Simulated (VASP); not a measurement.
# Si (a cell with a defect) in VASP: a series of runs

The runs below take Si (a cell with a defect) through single point, with PBE.

All numbers are computed with VASP 6.6.1; they aren't measurements. Logs are shortened: lines on timing, memory, paths and dates and some standing lists are left out, and cuts for length are marked.

### 1 The cell of the first run

The cell holds a defect, 17 atoms: a = 7.679 Å, b = 7.679 Å, c = 7.679 Å, α = 60.00°, β = 60.00°, γ = 60.00°.

### 2 Single point, PBE

INCAR

```
  ALGO = Normal
  EDIFF = 1E-6
  ENCUT = 520
  GGA = PE
  ISIF = 2
  ISMEAR = 0
  LASPH = True
  LCHARG = False
  LREAL = Auto
  LWAVE = False
  NBANDS = 48
  NELM = 80
  PREC = Accurate
  SIGMA = 0.05
```

KPOINTS

```
k-points
0
Gamma
  2 2 2
```

POSCAR

```
Si
1.0
    0.0000000000      5.4300000000      5.4300000000
    5.4300000000      0.0000000000      5.4300000000
    5.4300000000      5.4300000000      0.0000000000
Si
17
Direct
   -0.0259583780     -0.0243186484      0.0758032424
    0.1309158562      0.1321919014      0.1295640593
    0.0176129161      0.0180614488      0.5039203082
    0.1015699361      0.1021449212      0.6945431656
    0.0040613820      0.5034649139     -0.0097768090
    0.1306593068      0.6085001406      0.1298324956
    0.0174581908      0.4608595471      0.5040874280
    0.1342277386      0.6241913947      0.6178376039
    0.5021649229      0.0052269194     -0.0100024699
    0.6069053461      0.1322761169      0.1294690424
    0.4602135916      0.0181188290      0.5038597297
    0.6236173333      0.1349721859      0.6176066910
    0.5018966197      0.5035560462     -0.0098278590
    0.6327292071      0.6339077135      0.1003169410
    0.5086660377      0.5094101678      0.4730459502
    0.6235716426      0.6242055939      0.6177844550
    0.8363465503      0.8371161081      0.4899648256
```

Potentials or basis: VASP PAW PBE potentials, release 64 (Si).

Command:

```sh
$ cat potpaw_PBE.64/Si/POTCAR > POTCAR
$ mpirun -np 1 vasp_std > vasp.out
```

OUTCAR:

```text
EDIFF = 1E-6
   ENCUT = 520
   GGA = PE
   ISIF = 2
   ISMEAR = 0
   LASPH = True
   LREAL = Auto
   NELM = 80
   PREC = Accurate

 ion  position               nearest neighbor table
   1  0.974  0.976  0.076-   6 2.35   2 2.35  10 2.35   4 2.39  17 2.60
   2  0.131  0.132  0.130-   9 2.33   5 2.33   1 2.35   3 2.35
   3  0.018  0.018  0.504-   4 2.30   2 2.35  17 2.47   8 2.48  12 2.48
   4  0.102  0.102  0.695-  11 2.30   3 2.30   7 2.30   1 2.39
   5  0.004  0.503  0.990-  14 2.33   6 2.33   2 2.33   8 2.34
   6  0.131  0.609  0.130-   5 2.33  13 2.33   1 2.35   7 2.35
   7  0.017  0.461  0.504-   4 2.30   6 2.35  17 2.47   8 2.48  16 2.48
   8  0.134  0.624  0.618-   5 2.34  15 2.35  17 2.40   7 2.48   3 2.48
   9  0.502  0.005  0.990-  14 2.33   2 2.33  10 2.33  12 2.34
  10  0.607  0.132  0.129-   9 2.33  13 2.33   1 2.35  11 2.35
  11  0.460  0.018  0.504-   4 2.30  10 2.35  17 2.47  16 2.48  12 2.48
  12  0.624  0.135  0.618-   9 2.34  15 2.35  17 2.40   3 2.48  11 2.48
  13  0.502  0.504  0.990-  14 2.33   6 2.33  10 2.33  16 2.34
  14  0.633  0.634  0.100-   9 2.33  13 2.33   5 2.33  15 2.34
  15  0.509  0.509  0.473-  14 2.34  12 2.35  16 2.35   8 2.35
  16  0.624  0.624  0.618-  13 2.34  15 2.35  17 2.40   7 2.48  11 2.48
  17  0.836  0.837  0.490-  12 2.40  16 2.40   8 2.40  11 2.47   3 2.47   7 2.47   1 2.60

  LATTYP: Found a face centered cubic cell.
 ALAT       =    10.8600000000

  Lattice vectors:

 A1 = (   0.0000000000,   5.4300000000,   5.4300000000)
 A2 = (   5.4300000000,   0.0000000000,   5.4300000000)
 A3 = (   5.4300000000,   5.4300000000,   0.0000000000)

Analysis of symmetry for initial positions (statically):
=====================================================================
 Subroutine PRICEL returns:
 Original cell was already a primitive cell.

 Routine SETGRP: Setting up the symmetry group for a
 face centered cubic supercell.

 Subroutine GETGRP returns: Found  1 space group operations
 (whereof  1 operations were pure point group operations)
 out of a pool of 48 trial point group operations.

The static configuration has the point symmetry C_1 .

Analysis of symmetry for dynamics (positions and initial velocities):
=====================================================================
 Subroutine PRICEL returns:
 Original cell was already a primitive cell.

 Routine SETGRP: Setting up the symmetry group for a
 face centered cubic supercell.

 Subroutine GETGRP returns: Found  1 space group operations
 (whereof  1 operations were pure point group operations)
 out of a pool of 48 trial point group operations.

The dynamic configuration has the point symmetry C_1 .

 Subroutine INISYM returns: Found  1 space group operations
 (whereof  1 operations are pure point group operations),
 and found     1 'primitive' translations

----------------------------------------------------------------------------------------

                                     Primitive cell

  volume of cell :     320.2060

  direct lattice vectors                    reciprocal lattice vectors
     0.000000000  5.430000000  5.430000000    -0.092081031  0.092081031  0.092081031
     5.430000000  0.000000000  5.430000000     0.092081031 -0.092081031  0.092081031
     5.430000000  5.430000000  0.000000000     0.092081031  0.092081031 -0.092081031

  length of vectors
     7.679179644  7.679179644  7.679179644     0.159489025  0.159489025  0.159489025

  position of ions in fractional coordinates (direct lattice)
     0.974041622  0.975681352  0.075803242
     0.130915856  0.132191901  0.129564059
     0.017612916  0.018061449  0.503920308
     0.101569936  0.102144921  0.694543166
     0.004061382  0.503464914  0.990223191
     0.130659307  0.608500141  0.129832496
[... 9 lines left out ...]
     0.623571643  0.624205594  0.617784455
     0.836346550  0.837116108  0.489964826

  ion indices of the primitive-cell ions
   primitive index   ion index
                 1           1
                 2           2
                 3           3
                 4           4
                 5           5
                 6           6
[... 9 lines left out ...]
                16          16
                17          17

----------------------------------------------------------------------------------------

 KPOINTS: k-points

Automatic generation of k-mesh.
 Grid dimensions read from file:
 generate k-points for:    2    2    2

 Generating k-lattice:

  Cartesian coordinates                     Fractional coordinates (reciprocal lattice)
    -0.046040516  0.046040516  0.046040516     0.500000000  0.000000000  0.000000000
     0.046040516 -0.046040516  0.046040516     0.000000000  0.500000000  0.000000000
     0.046040516  0.046040516 -0.046040516     0.000000000  0.000000000  0.500000000

  Length of vectors
     0.079744512  0.079744512  0.079744512

  Shift w.r.t. Gamma in fractional coordinates (k-lattice)
     0.000000000  0.000000000  0.000000000

 Subroutine IBZKPT returns following result:
 ===========================================

 Found      8 irreducible k-points:

 Following reciprocal coordinates:
            Coordinates               Weight
  0.000000  0.000000  0.000000      1.000000
  0.500000  0.000000  0.000000      1.000000
  0.000000  0.500000  0.000000      1.000000
  0.000000  0.000000  0.500000      1.000000
  0.500000  0.500000  0.500000      1.000000
  0.500000  0.500000  0.000000      1.000000
  0.000000  0.500000  0.500000      1.000000
  0.500000  0.000000  0.500000      1.000000
   k-points           NKPTS =      8   k-points in BZ     NKDIM =      8   number of bands    NBANDS=     48
   number of dos      NEDOS =    301   number of ions     NIONS =     17
   total plane-waves  NPLWV = 216000
   dimension x,y,z NGX =    60 NGY =   60 NGZ =   60
   dimension x,y,z NGXF=   120 NGYF=  120 NGZF=  120
   ions per type =              17
   NGX,Y,Z   is equivalent  to a cutoff of  12.99, 12.99, 12.99 a.u.
   NGXF,Y,Z  is equivalent  to a cutoff of  25.98, 25.98, 25.98 a.u.
 SYSTEM =  unknown system
   PREC   = accura    normal or accurate (medium, high low for compatibility)
   ISTART =      0    job   : 0-new  1-cont  2-samecut
   ICHARG =      2    charge: 1-file 2-atom 10-const
   ISPIN  =      1    spin polarized calculation?
   LNONCOLLINEAR =      F non collinear calculations
   LSORBIT =      F    spin-orbit coupling
   LASPH  =      T    aspherical Exc in radial PAW
   ENCUT  =  520.0 eV  38.22 Ry    6.18 a.u.  14.28 14.28 14.28*2*pi/ulx,y,z
   NELM   =     80;   NELMIN=  2; NELMDL= -5     # of ELM steps
   EDIFF  = 0.1E-05   stopping-criterion for ELM
   LREAL  =      T    real-space projection
   EDIFFG = 0.1E-04   stopping-criterion for IOM
   NSW    =      0    number of steps for IOM
   IBRION =     -1    ionic relax: 0-MD 1-quasi-New 2-CG
   NFREE  =      0    steps in history (QN), initial steepest desc. (CG)
   ISIF   =      2    stress and relaxation
   ISYM   =      2    0-nonsym 1-usesym 2-fastsym
   POTIM  = 0.5000    time-step for ionic-motion
   TEBEG  =    0.0;   TEEND  =   0.0 temperature during run
   PSTRESS=    0.0 pullay stress
   NELECT =      68.0000    total number of electrons
   NUPDOWN=      -1.0000    fix difference up-down
   EMIN   =  10.00;   EMAX   =-10.00  energy-range for DOS
   EFERMI =   0.00;   METHOD = LEGACY
   ISMEAR =     0;   SIGMA  =   0.05  broadening in eV -4-tet -1-fermi 0-gaus
   EFERMI_NEDOS =   21; number of points for ismear=-14 and -15
   IALGO  =     38    algorithm
   IMIX   =      4    mixing-type and parameters
     AMIX     =   0.40;   BMIX     =  1.00
     AMIX_MAG =   1.60;   BMIX_MAG =  1.00
  volume/ion in A,a.u.               =      18.84       127.11
  Fermi-wavevector in a.u.,A,eV,Ry     =   0.976715  1.845724 12.979587  0.953973
  Thomas-Fermi vector in A             =   2.107356
   LORBIT       =      0    0 simple, 1 ext, 2 COOP (PROOUT), +10 PAW based schemes
   GGA     = PE    functional components
   LHFCALC =     F    Hartree Fock is set to
   AEXX    =    0.0000 exact exchange contribution
   IVDW    =     0    specifies the selected vdW correction
   LEPSILON=     F    determine dielectric tensor
   LRPA    =     F    only Hartree local field effects (RPA)
 non-spin polarized calculation
 Gauss-broadening in eV      SIGMA  =   0.05
  energy-cutoff  :      520.00
  volume of cell :      320.21
 maximum number of plane-waves:      8646
 NGX is ok and might be reduce to    60
   NGX = 29   NGY = 29   NGZ = 29

 number of electron      68.0000000 magnetization

 Free energy of the ion-electron system (eV)
  ---------------------------------------------------
  ext. energy  EPLUGINS =         0.00000000
  ---------------------------------------------------
  free energy    TOTEN  =       -87.71806197 eV

  energy without entropy =      -87.70644157  energy(sigma->0) =      -87.71225177

 E-fermi :   6.7866     XC(G=0):  -9.6957

 val. band max:        6.7268999598   @ k =   0.0000   0.0000   0.0000
 cond. band min:       6.7985116763   @ k =   0.0000   0.5000   0.5000
 fundamental gap:      0.0716117166
 Fermi energy:         6.7865571442

 k-point     1 :       0.0000    0.0000    0.0000
  band No.  band energies     occupation
      1      -6.2334      2.00000
      2      -3.8636      2.00000
      3      -3.5903      2.00000
      4      -3.5892      2.00000
      5      -3.4081      2.00000
      6      -2.7400      2.00000
[... 38 lines left out ...]
     45       8.4289      0.00000
     46       8.8841      0.00000

 k-point     2 :       0.5000    0.0000    0.0000
  band No.  band energies     occupation
      1      -5.7695      2.00000
      2      -4.9878      2.00000
      3      -3.6164      2.00000
      4      -3.3836      2.00000
      5      -3.2045      2.00000
      6      -3.0144      2.00000
[... 286 lines left out ...]
 k-point     8 :       0.5000    0.0000    0.5000
  band No.  band energies     occupation
      1      -5.6374      2.00000
      2      -4.7099      2.00000
      3      -4.0425      2.00000
      4      -3.8427      2.00000
      5      -3.7970      2.00000
      6      -3.6427      2.00000
[... 38 lines left out ...]
     45      10.2897      0.00000
     46      10.3986      0.00000
 [bands above 46 left out]

------------------------ aborting loop because EDIFF is reached ----------------------------------------

  FORCE on cell =-STRESS in cart. coord.  units (eV):
  Direction    XX          YY          ZZ          XY          YZ          ZX
  --------------------------------------------------------------------------------------
  -------------------------------------------------------------------------------------
  Total        8.7111964      8.6940375      8.6997389     -1.0009169      0.9985775      1.0009626
  in kB       43.5871931     43.5013371     43.5298647     -5.0081707      4.9964655      5.0083995
  external PRESSURE =      43.5394650 kB  Pullay stress =       0.0000000 kB

 VOLUME and BASIS-vectors are now :
 -----------------------------------------------------------------------------
  energy-cutoff  :      520.00
  volume of cell :      320.21
      direct lattice vectors                 reciprocal lattice vectors
     0.000000000  5.430000000  5.430000000    -0.092081031  0.092081031  0.092081031
     5.430000000  0.000000000  5.430000000     0.092081031 -0.092081031  0.092081031
     5.430000000  5.430000000  0.000000000     0.092081031  0.092081031 -0.092081031

 POSITION                                       TOTAL-FORCE (eV/Angst)
 -----------------------------------------------------------------------------------
      5.70956      5.70066     10.58700        -0.008800      0.001132      0.000546
      1.42133      1.41441      1.42868        -0.000680      0.000858      0.001818
      2.83436      2.83193      0.19371         0.003202      0.000094      0.003657
      4.32602      4.32289      1.10617        -0.006529     -0.008979      0.008515
      8.11073      5.39897      2.75587        -0.001188     -0.001989     -0.005221
      4.00915      1.41447      4.01364        -0.008289     -0.003297      0.003633
[... 9 lines left out ...]
      6.74401      6.74056      6.77543         0.007710      0.002716     -0.001677
      7.20605      7.20187      9.08690         0.003845     -0.001929      0.000248
 -----------------------------------------------------------------------------------
    total drift:                               -0.005997      0.007605     -0.001683

  FREE ENERGIE OF THE ION-ELECTRON SYSTEM (eV)
  ---------------------------------------------------
  free  energy   TOTEN  =       -87.7180619700 eV

  energy  without entropy=      -87.7064415694  energy(sigma->0) =      -87.71225177
```

Run time: 4 min. Hardware: 1 thread of Intel Xeon 6975P-C, shared host; peak memory 0.47 GiB.

What came out:

| Property | Result |
| --- | --- |
| Free energy | -87.7181 eV |
| Pressure | 4.4 GPa |
| Largest force | 0.014 eV/Å |
| Band gap on the k mesh | zero (band 34 reaches 6.80 eV, above the bottom of band 35 at 6.73 eV) |

Forces in eV/Å, atoms in the order of the input:
```
Si  -0.009  0.001  0.001
Si  -0.001  0.001  0.002
Si   0.003  0.000  0.004
Si  -0.007 -0.009  0.009
Si  -0.001 -0.002 -0.005
Si  -0.008 -0.003  0.004
Si   0.001  0.003 -0.004
Si   0.006  0.000 -0.003
Si   0.002  0.002  0.001
Si   0.000  0.001 -0.001
Si   0.002 -0.005  0.001
Si   0.004  0.006 -0.008
Si  -0.003  0.006  0.001
Si   0.000  0.004 -0.003
Si  -0.003 -0.006  0.006
Si   0.008  0.003 -0.002
Si   0.004 -0.002  0.000
```

Levels at points of the mesh, in eV from the Fermi level:
| k point | band 32 | band 33 | band 34 | band 35 | band 36 | band 37 |
| --- | --- | --- | --- | --- | --- | --- |
| (0.00, 0.00, 0.00) | -0.71 | -0.71 | -0.50 | -0.06 | -0.06 | 0.26 |
| (0.50, 0.00, 0.00) | -1.36 | -0.88 | -0.17 | 0.19 | 0.70 | 0.92 |
| (0.00, 0.50, 0.00) | -1.36 | -0.88 | -0.17 | 0.19 | 0.70 | 0.92 |
| (0.00, 0.00, 0.50) | -1.31 | -1.31 | -0.27 | 0.37 | 0.37 | 1.19 |
| (0.50, 0.50, 0.50) | -1.36 | -0.88 | -0.17 | 0.19 | 0.70 | 0.92 |
| (0.50, 0.50, 0.00) | -1.72 | -0.79 | 0.01 | 0.38 | 1.29 | 1.46 |
| (0.00, 0.50, 0.50) | -1.72 | -0.79 | 0.01 | 0.38 | 1.29 | 1.46 |
| (0.50, 0.00, 0.50) | -1.72 | -0.79 | 0.01 | 0.38 | 1.29 | 1.46 |

Caveat: the k points lie up to 0.50 Å⁻¹ apart.

### 3 Single point, PBE

INCAR

```
SYSTEM = Si
ALGO = Normal
EDIFF = 1E-7
ENCUT = 520
GGA = PE
ISIF = 2
ISMEAR = 0
LASPH = .True.
LCHARG = .False.
LREAL = Auto
LWAVE = .False.
NBANDS = 48
NELM = 60
PREC = Accurate
SIGMA = 0.05
```

KPOINTS

```
k-points
0
Gamma
  2 2 2
  0 0 0
```

POSCAR

```
Si
1.0
    0.0000000000      5.4300000000      5.4300000000
    5.4300000000      0.0000000000      5.4300000000
    5.4300000000      5.4300000000      0.0000000000
Si
17
Direct
    0.0174601298      0.0176801400     -0.0392208219
    0.1305840301      0.1312683636      0.1083411347
   -0.0260894918     -0.0252227383      0.4755220916
    0.1015443895      0.1018427748      0.6020778262
    0.0039741433      0.5025172223      0.0032758103
    0.1341913477      0.6238496722      0.1241115924
    0.0175679458      0.4605095121      0.5179536515
    0.1307485509      0.6076166043      0.6320045902
    0.5018212134      0.0045787592      0.0034751715
    0.6235521304      0.1345694825      0.1241432810
    0.4601691188      0.0179143526      0.5180793217
    0.6067696088      0.1316182110      0.6321881028
    0.5086282364      0.5090083395      0.0093152582
    0.6326451183      0.6332571654      0.1337729722
    0.5019962711      0.5028935589      0.5050875256
    0.6235811765      0.6239109669      0.6348771939
    0.8362951109      0.8367064229      0.3370344180
```

Potentials or basis: VASP PAW PBE potentials, release 64 (Si).

Command:

```sh
$ cat potpaw_PBE.64/Si/POTCAR > POTCAR
$ mpirun -np 1 vasp_std > vasp.out
```

Wall time 4.8 min (1 thread of Intel Xeon 6975P-C, shared host); peak memory 0.47 GiB.

The run converged. Its results:

```
Free energy            : -87.7181 eV
Pressure               : 4.4 GPa
Largest force          : 0.013 eV/Å
Band gap on the k mesh : zero (band 34 reaches 6.80 eV, above the bottom of band 35 at 6.73 eV)
```

Forces in eV/Å, atoms in the order of the input:
```
Si  -0.002 -0.003 -0.001
Si   0.003  0.004  0.007
Si  -0.002  0.002  0.007
Si   0.009  0.007  0.006
Si   0.002 -0.004  0.000
Si   0.000 -0.004 -0.006
Si   0.000  0.003 -0.003
Si   0.000  0.003  0.002
Si  -0.006 -0.001  0.004
Si  -0.004 -0.002 -0.009
Si   0.006  0.001 -0.001
Si  -0.001 -0.002 -0.001
Si   0.006  0.005  0.003
Si  -0.004 -0.002  0.000
Si  -0.004  0.002 -0.003
Si  -0.006 -0.009 -0.004
Si   0.003 -0.001 -0.003
```

Stress tensor (GPa, compression positive):
```
 4.35 -0.50 -0.50
-0.50  4.35 -0.50
-0.50 -0.50  4.36
```

Levels at points of the mesh, in eV from the Fermi level:
| k point | band 30 | band 31 | band 32 | band 33 | band 34 | band 35 | band 36 | band 37 | band 38 | band 39 |
| --- | --- | --- | --- | --- | --- | --- | --- | --- | --- | --- |
| (0.00, 0.00, 0.00) | -1.46 | -1.13 | -0.71 | -0.71 | -0.50 | -0.06 | -0.06 | 0.26 | 0.26 | 0.78 |
| (0.50, 0.00, 0.00) | -1.46 | -1.39 | -1.36 | -0.88 | -0.17 | 0.19 | 0.70 | 0.92 | 1.05 | 1.32 |
| (0.00, 0.50, 0.00) | -1.46 | -1.39 | -1.36 | -0.88 | -0.17 | 0.19 | 0.70 | 0.92 | 1.05 | 1.32 |
| (0.00, 0.00, 0.50) | -1.46 | -1.39 | -1.36 | -0.88 | -0.17 | 0.19 | 0.70 | 0.92 | 1.05 | 1.32 |
| (0.50, 0.50, 0.50) | -1.38 | -1.38 | -1.31 | -1.31 | -0.27 | 0.37 | 0.37 | 1.19 | 1.19 | 1.21 |
| (0.50, 0.50, 0.00) | -1.95 | -1.90 | -1.72 | -0.79 | 0.01 | 0.38 | 1.29 | 1.46 | 1.57 | 1.91 |
| (0.00, 0.50, 0.50) | -1.95 | -1.90 | -1.72 | -0.79 | 0.01 | 0.38 | 1.29 | 1.46 | 1.57 | 1.91 |
| (0.50, 0.00, 0.50) | -1.95 | -1.90 | -1.72 | -0.79 | 0.01 | 0.38 | 1.29 | 1.46 | 1.57 | 1.91 |

Caveat: the k points lie up to 0.50 Å⁻¹ apart.
